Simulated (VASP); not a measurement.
# BN (P6_3mc) in VASP: further runs

BN is run at these levels: SCAN; tasks: band structure.

Program: VASP 6.6.1. These are calculated values, not measurements. Logs are shortened: lines on timing, memory, paths and dates and some standing lists are left out, and cuts for length are marked.

## 1. The cell of the first run

Symmetry: P6_3mc, No. 186, hexagonal system. Conventional cell: a = 2.554 Å, b = 2.554 Å, c = 4.227 Å, α = 90.00°, β = 90.00°, γ = 120.00°. Within 2.1 Å of N (site symmetry 3m) lie 4 B at 1.57 to 1.58 Å. B (site symmetry 3m) has 4 N at 1.57 to 1.58 Å within 2.1 Å.

## 2. Band structure, SCAN

Contents of INCAR:

```
METAGGA = SCAN
ISMEAR = 0
SIGMA = 0.03
LWAVE = F
LCHARG = F
NBANDS = 22
PREC = Accurate
LASPH = T
LREAL = F
ALGO = Normal
EDIFF = 1E-6
NELM = 120
GGA_COMPAT = F
ENCUT = 460
EFERMI = MIDGAP
LMIXTAU = T
```

Contents of KPOINTS:

```
Automatic mesh
0
Gamma
  8 8 4
  0 0 0
```

Contents of KPOINTS_OPT:

```
path GMKGALHA,LM,KH
12
line-mode
reciprocal
 0.0000000000  0.0000000000  0.0000000000  G
 0.5000000000  0.0000000000  0.0000000000  M

 0.5000000000  0.0000000000  0.0000000000  M
 0.3333333333  0.3333333333  0.0000000000  K

 0.3333333333  0.3333333333  0.0000000000  K
 0.0000000000  0.0000000000  0.0000000000  G

 0.0000000000  0.0000000000  0.0000000000  G
 0.0000000000  0.0000000000  0.5000000000  A

 0.0000000000  0.0000000000  0.5000000000  A
 0.5000000000  0.0000000000  0.5000000000  L

 0.5000000000  0.0000000000  0.5000000000  L
 0.3333333333  0.3333333333  0.5000000000  H

 0.3333333333  0.3333333333  0.5000000000  H
 0.0000000000  0.0000000000  0.5000000000  A

 0.5000000000  0.0000000000  0.5000000000  L
 0.5000000000  0.0000000000  0.0000000000  M

 0.3333333333  0.3333333333  0.0000000000  K
 0.3333333333  0.3333333333  0.5000000000  H
```

Contents of POSCAR:

```
BN
1.0
    2.5539396017      0.0000000000      0.0000000000
   -1.2769698009      2.2117765748      0.0000000000
    0.0000000000      0.0000000000      4.2268550000
N B
2 2
Direct
    0.3333333333      0.6666666667      0.1252760000
    0.6666666667      0.3333333333      0.6252760000
    0.3333333333      0.6666666667      0.4997240000
    0.6666666667      0.3333333333      0.9997240000
```

Potentials or basis: VASP PAW PBE potentials, release 64 (N, B).

Command:

```console
> cat potpaw_PBE.64/N/POTCAR potpaw_PBE.64/B/POTCAR > POTCAR
> mpirun -np 1 vasp_std > vasp.out
```

OUTCAR:

```text
METAGGA = SCAN
   ISMEAR = 0
   PREC = Accurate
   LASPH = T
   LREAL = F
   EDIFF = 1E-6
   NELM = 120
   ENCUT = 460
   EFERMI = MIDGAP

 Found     30 irreducible k-points:

 Following reciprocal coordinates:
            Coordinates               Weight
  0.000000  0.000000  0.000000      1.000000
  0.125000  0.000000  0.000000      6.000000
  0.250000  0.000000  0.000000      6.000000
  0.375000  0.000000  0.000000      6.000000
  0.500000  0.000000  0.000000      3.000000
  0.125000  0.125000  0.000000      6.000000
   k-points           NKPTS =     30   k-points in BZ     NKDIM =     30   number of bands    NBANDS=     22
   number of dos      NEDOS =    301   number of ions     NIONS =      4
   total plane-waves  NPLWV =   9720
   dimension x,y,z NGX =    18 NGY =   18 NGZ =   30
   dimension x,y,z NGXF=    36 NGYF=   36 NGZF=   60
   ions per type =               2   2
   NGX,Y,Z   is equivalent  to a cutoff of  11.72, 11.72, 11.80 a.u.
   NGXF,Y,Z  is equivalent  to a cutoff of  23.43, 23.43, 23.60 a.u.
 SYSTEM =  unknown system
   PREC   = accura    normal or accurate (medium, high low for compatibility)
   ISTART =      0    job   : 0-new  1-cont  2-samecut
   ICHARG =      2    charge: 1-file 2-atom 10-const
   ISPIN  =      1    spin polarized calculation?
   LNONCOLLINEAR =      F non collinear calculations
   LSORBIT =      F    spin-orbit coupling
   LASPH  =      T    aspherical Exc in radial PAW
   ENCUT  =  460.0 eV  33.81 Ry    5.81 a.u.   4.47  4.47  7.39*2*pi/ulx,y,z
   NELM   =    120;   NELMIN=  2; NELMDL= -5     # of ELM steps
   EDIFF  = 0.1E-05   stopping-criterion for ELM
   LREAL  =      F    real-space projection
   EDIFFG = 0.1E-04   stopping-criterion for IOM
   NSW    =      0    number of steps for IOM
   IBRION =     -1    ionic relax: 0-MD 1-quasi-New 2-CG
   NFREE  =      0    steps in history (QN), initial steepest desc. (CG)
   ISIF   =      2    stress and relaxation
   ISYM   =      2    0-nonsym 1-usesym 2-fastsym
   POTIM  = 0.5000    time-step for ionic-motion
   TEBEG  =    0.0;   TEEND  =   0.0 temperature during run

   SCALEE = 1.0000    scale energy and forces
   PSTRESS=    0.0 pullay stress
   NELECT =      16.0000    total number of electrons
   NUPDOWN=      -1.0000    fix difference up-down
   EMIN   =  10.00;   EMAX   =-10.00  energy-range for DOS
   EFERMI =   0.00;   METHOD = MIDGAP
   ISMEAR =     0;   SIGMA  =   0.03  broadening in eV -4-tet -1-fermi 0-gaus
   EFERMI_NEDOS =   21; number of points for ismear=-14 and -15
   IALGO  =     38    algorithm
   IMIX   =      4    mixing-type and parameters
     AMIX     =   0.40;   BMIX     =  1.00
     AMIX_MAG =   1.60;   BMIX_MAG =  1.00
  volume/ion in A,a.u.               =       5.97        40.28
  Fermi-wavevector in a.u.,A,eV,Ry     =   1.432600  2.707222 27.923836  2.052344
  Thomas-Fermi vector in A             =   2.552210
   LORBIT       =      0    0 simple, 1 ext, 2 COOP (PROOUT), +10 PAW based schemes
   METAGGA = SCAN    functional components
   LHFCALC =     F    Hartree Fock is set to
   AEXX    =    0.0000 exact exchange contribution
   IVDW    =     0    specifies the selected vdW correction
   LEPSILON=     F    determine dielectric tensor
   LRPA    =     F    only Hartree local field effects (RPA)

   CSHIFT  =0.1000    complex shift for real part using Kramers Kronig

   OMEGAMAX=  -1.0    maximum frequency
 non-spin polarized calculation
 Gauss-broadening in eV      SIGMA  =   0.03
  energy-cutoff  :      460.00
  volume of cell :       23.88
 maximum number of plane-waves:       551
 NGX is ok and might be reduce to    18
   NGX =  9   NGY =  9   NGZ = 15

 number of electron      15.9999995 magnetization

 Free energy of the ion-electron system (eV)
  ---------------------------------------------------
  ext. energy  EPLUGINS =         0.00000000
  ---------------------------------------------------
  free energy    TOTEN  =       -38.99632633 eV

  energy without entropy =      -38.99632633  energy(sigma->0) =      -38.99632633

 E-fermi :  10.2608     XC(G=0): -13.5929

 val. band max:        7.2388082789   @ k =   0.0000   0.0000   0.0000
 cond. band min:      13.2828563558   @ k =   0.3750   0.2500   0.0000
 fundamental gap:      6.0440480769
 Fermi energy:        10.2608323173

 k-point     1 :       0.0000    0.0000    0.0000
  band No.  band energies     occupation
      1     -14.1445      2.00000
      2      -9.9841      2.00000
      3      -3.9832      2.00000
      4       5.0551      2.00000
      5       5.0551      2.00000
      6       6.9544      2.00000
      7       7.2388      2.00000
      8       7.2388      2.00000
      9      16.2296      0.00000
     10      16.2296      0.00000
     11      16.4163      0.00000
     12      17.2816      0.00000
     13      18.5653      0.00000
     14      19.8788      0.00000
     15      19.8788      0.00000
     16      24.4842      0.00000
     17      29.6890      0.00000
     18      29.6890      0.00000
     19      30.0643      0.00000
     20      32.7030      0.00000

 k-point     2 :       0.1250    0.0000    0.0000
  band No.  band energies     occupation
      1     -13.7972      2.00000
      2      -9.7221      2.00000
      3      -3.6377      2.00000
      4       3.5499      2.00000
      5       4.4521      2.00000
      6       5.9655      2.00000
      7       6.6116      2.00000
      8       6.8818      2.00000
      9      15.7518      0.00000
     10      16.8796      0.00000
     11      16.8868      0.00000
     12      18.3557      0.00000
     13      19.4001      0.00000
     14      20.3168      0.00000
     15      20.8804      0.00000
     16      23.8928      0.00000
     17      26.3537      0.00000
     18      29.0761      0.00000
     19      30.4193      0.00000
     20      33.2093      0.00000

 k-point     3 :       0.2500    0.0000    0.0000
  band No.  band energies     occupation
      1     -12.7857      2.00000
      2      -9.0386      2.00000
      3      -2.6366      2.00000
      4       0.5695      2.00000
      5       3.2977      2.00000
      6       3.3174      2.00000
      7       5.5797      2.00000
      8       6.0594      2.00000
      9      15.0880      0.00000
     10      17.2588      0.00000
     11      18.0091      0.00000
     12      18.8338      0.00000
     13      20.2680      0.00000
     14      22.2204      0.00000
     15      23.1366      0.00000
     16      23.5799      0.00000
     17      25.0108      0.00000
     18      29.2629      0.00000
     19      29.5675      0.00000
     20      33.7251      0.00000

 k-point     4 :       0.3750    0.0000    0.0000
  band No.  band energies     occupation
      1     -11.2560      2.00000
      2      -8.4389      2.00000
      3      -1.9144      2.00000
      4      -1.1571      2.00000
      5       0.6475      2.00000
      6       2.4294      2.00000
      7       3.9640      2.00000
      8       5.3325      2.00000
      9      14.6201      0.00000
     10      16.3465      0.00000
     11      18.4782      0.00000
     12      19.5376      0.00000
     13      19.8800      0.00000
     14      23.5767      0.00000
     15      24.0559      0.00000
     16      25.2971      0.00000
     17      26.5879      0.00000
     18      29.6815      0.00000
     19      32.4219      0.00000
     20      33.1783      0.00000

 k-point     5 :       0.5000    0.0000    0.0000
  band No.  band energies     occupation
      1     -10.0300      2.00000
      2      -8.6835      2.00000
      3      -2.5923      2.00000
      4      -0.8625      2.00000
      5       0.0920      2.00000
      6       2.1076      2.00000
      7       2.7548      2.00000
      8       5.0582      2.00000
      9      14.4758      0.00000
     10      15.7803      0.00000
     11      18.5255      0.00000
     12      19.3295      0.00000
     13      20.9015      0.00000
     14      22.5478      0.00000
     15      24.7497      0.00000
     16      26.1795      0.00000
     17      28.3087      0.00000
     18      30.3506      0.00000
     19      32.5937      0.00000
     20      33.2153      0.00000

 k-point     6 :       0.1250    0.1250    0.0000
  band No.  band energies     occupation
      1     -13.1168      2.00000
      2      -9.2441      2.00000
      3      -2.9628      2.00000
      4       1.7672      2.00000
      5       2.8409      2.00000
      6       4.5927      2.00000
      7       5.9232      2.00000
      8       5.9611      2.00000
      9      16.2039      0.00000
     10      16.7091      0.00000
     11      17.5558      0.00000
     12      19.2654      0.00000
     13      20.3745      0.00000
     14      20.7141      0.00000
     15      22.8959      0.00000
     16      23.5030      0.00000
     17      25.0802      0.00000
     18      27.3229      0.00000
     19      31.9199      0.00000
     20      33.6729      0.00000

 [... further k-points ...]

 [bands above 20 left out]

------------------------ aborting loop because EDIFF is reached ----------------------------------------

  FORCE on cell =-STRESS in cart. coord.  units (eV):
  Direction    XX          YY          ZZ          XY          YZ          ZX
  --------------------------------------------------------------------------------------
  -------------------------------------------------------------------------------------
  Total       -1.0462225     -1.0462225     -1.1094037      0.0000000      0.0000000      0.0000000
  in kB      -70.2045767    -70.2045767    -74.4442141      0.0000000      0.0000000      0.0000000
  external PRESSURE =     -71.6177892 kB  Pullay stress =       0.0000000 kB

 VOLUME and BASIS-vectors are now :
 -----------------------------------------------------------------------------
  energy-cutoff  :      460.00
  volume of cell :       23.88
      direct lattice vectors                 reciprocal lattice vectors
     2.553939602  0.000000000  0.000000000     0.391551938  0.226062617  0.000000000
    -1.276969801  2.211776575  0.000000000     0.000000000  0.452125233  0.000000000
     0.000000000  0.000000000  4.226855000     0.000000000  0.000000000  0.236582518

 POSITION                                       TOTAL-FORCE (eV/Angst)
 -----------------------------------------------------------------------------------
     -0.00000      1.47452      0.52952         0.000000      0.000000     -0.024958
      1.27697      0.73726      2.64295         0.000000      0.000000     -0.024958
     -0.00000      1.47452      2.11226        -0.000000     -0.000000      0.024958
      1.27697      0.73726      4.22569         0.000000     -0.000000      0.024958
 -----------------------------------------------------------------------------------
    total drift:                               -0.000002     -0.000003      0.148618

  FREE ENERGIE OF THE ION-ELECTRON SYSTEM (eV)
  ---------------------------------------------------
  free  energy   TOTEN  =       -38.9963263344 eV

  energy  without entropy=      -38.9963263344  energy(sigma->0) =      -38.99632633
```

It took 69 s on 1 thread of Intel Xeon 6975P-C (Granite Rapids), shared host; peak memory 0.13 GiB.

What came out:

| Item | Value |
| --- | --- |
| Free energy | -38.9963 eV |
| Pressure | -7.2 GPa |
| Largest force | 0.025 eV/Å |
| Band gap along the path | 5.72 eV (least direct gap 8.87 eV) |

Forces on the atoms (eV/Å):
```
N    0.000  0.000 -0.025
N    0.000  0.000 -0.025
B    0.000  0.000  0.025
B    0.000  0.000  0.025
```

Levels at the corners of the path, in eV from the valence-band top:
| point | band 4 | band 5 | band 6 | band 7 | band 8 | band 9 | band 10 | band 11 | band 12 | band 13 |
| --- | --- | --- | --- | --- | --- | --- | --- | --- | --- | --- |
| Γ | -2.18 | -2.18 | -0.28 | 0.00 | 0.00 | 8.99 | 8.99 | 9.18 | 10.04 | 11.33 |
| M | -8.10 | -7.15 | -5.13 | -4.48 | -2.18 | 7.24 | 8.54 | 11.29 | 12.09 | 13.66 |
| M | -8.10 | -7.15 | -5.13 | -4.48 | -2.18 | 7.24 | 8.54 | 11.29 | 12.09 | 13.66 |
| K | -7.52 | -7.52 | -5.58 | -5.58 | -5.58 | 5.72 | 14.25 | 14.25 | 14.76 | 15.25 |
| K | -7.52 | -7.52 | -5.58 | -5.58 | -5.58 | 5.72 | 14.25 | 14.25 | 14.76 | 15.25 |
| Γ | -2.18 | -2.18 | -0.28 | 0.00 | 0.00 | 8.99 | 8.99 | 9.18 | 10.04 | 11.33 |
| Γ | -2.18 | -2.18 | -0.28 | 0.00 | 0.00 | 8.99 | 8.99 | 9.18 | 10.04 | 11.33 |
| A | -5.94 | -1.21 | -1.21 | -1.21 | -1.21 | 10.10 | 10.10 | 10.59 | 10.59 | 10.59 |
| A | -5.94 | -1.21 | -1.21 | -1.21 | -1.21 | 10.10 | 10.10 | 10.59 | 10.59 | 10.59 |
| L | -10.33 | -3.88 | -3.88 | -3.70 | -3.70 | 7.12 | 7.12 | 10.62 | 10.62 | 15.15 |
| L | -10.33 | -3.88 | -3.88 | -3.70 | -3.70 | 7.12 | 7.12 | 10.62 | 10.62 | 15.15 |
| H | -9.16 | -7.89 | -7.89 | -3.14 | -3.14 | 9.91 | 9.91 | 10.87 | 10.87 | 15.29 |
| H | -9.16 | -7.89 | -7.89 | -3.14 | -3.14 | 9.91 | 9.91 | 10.87 | 10.87 | 15.29 |
| A | -5.94 | -1.21 | -1.21 | -1.21 | -1.21 | 10.10 | 10.10 | 10.59 | 10.59 | 10.59 |
| L | -10.33 | -3.88 | -3.88 | -3.70 | -3.70 | 7.12 | 7.12 | 10.62 | 10.62 | 15.15 |
| M | -8.10 | -7.15 | -5.13 | -4.48 | -2.18 | 7.24 | 8.54 | 11.29 | 12.09 | 13.66 |
| K | -7.52 | -7.52 | -5.58 | -5.58 | -5.58 | 5.72 | 14.25 | 14.25 | 14.76 | 15.25 |
| H | -9.16 | -7.89 | -7.89 | -3.14 | -3.14 | 9.91 | 9.91 | 10.87 | 10.87 | 15.29 |

Caveat: the cutoff is under 1.25 times the usual one of these potentials, so pressure, stress and relaxed cells hold a basis-set (Pulay) error; the cell stands under tension; the PAW data sets were made with another functional, which shifts forces and pressure a little.

(Part 1 of 2 ends here.)
